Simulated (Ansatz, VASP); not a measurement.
Two plane-wave programs on Sc

```
CELL_PARAMETERS angstrom
3.22691 0.00000 0.00000
-1.61345 2.79458 0.00000
0.00000 0.00000 5.00943
ATOMIC_POSITIONS crystal
Sc 0.33333 0.66667 0.25000
Sc 0.66667 0.33333 0.75000
```

Alike in both runs: task single point; functional LDA; k mesh 11 × 11 × 6; no spin polarisation.

```csv
,VASP,Ansatz
version,VASP 6.6.1,Ansatz 0.2.0
potentials or method,"VASP PAW LDA potentials, release 64 (Sc_sv), cutoff 500 eV","plane waves (420 eV) with PAW, scalar-relativistic"
occupations,"methfessel-paxton of order 1, width 0.01 eV","cold, width 0.01 eV"
valence electrons in the cell,22,22
```

```csv
,VASP,Ansatz,Ansatz less VASP
pressure (GPa),-0.2,-0.2,-0.07
```

Ansatz warns that its potentials were made for another functional, while VASP's fit it. LDA's correlation is that of Perdew and Zunger in VASP and of Perdew and Wang (1992) in Ansatz.
